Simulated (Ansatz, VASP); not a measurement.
# Two plane-wave programs on SnSe2

```
Sn Se
1.0
     0.00000    3.98979    5.96458
     1.94323    0.00000    5.96458
     1.94323    3.98979    0.00000
Sn Se
1 2
Direct
  0.00000 0.00000 0.00000
  0.34165 0.34165 0.65835
  0.65835 0.65835 0.34165
```

Alike in both runs: functional PBE; k mesh 14 × 14 × 14; occupations gaussian, width 0.1 eV; no spin polarisation.

Ansatz relaxed the structure, and its values are those at the end. VASP's run is a single point on that final structure, the one shown.

|  | VASP | Ansatz |
| --- | --- | --- |
| version | VASP 6.6.1 | Ansatz 0.2.0 |
| potentials or method | VASP PAW PBE potentials, release 64 (Sn_d, Se), cutoff 520 eV | scalar-relativistic, plane waves, PAW |
| valence electrons in the cell | 26 | 46 |

Ansatz gave:

| Quantity | Value |
| --- | --- |
| gap on the k mesh at the Fermi level (eV) | none |
| pressure (GPa) | 0.0 |
| rms of the force components (eV/Å) | 0.003 |

Task: What did VASP give for the same quantities?

Result: gap on the k mesh at the Fermi level (eV): none; pressure (GPa): 0.0; rms of the force components (eV/Å): 0.008.

A gap of «none» marks a metal or a gap that the smearing closes. VASP's potentials hold 26 valence electrons a cell and Ansatz's 46, so a difference there can come from the potentials and not from the codes.
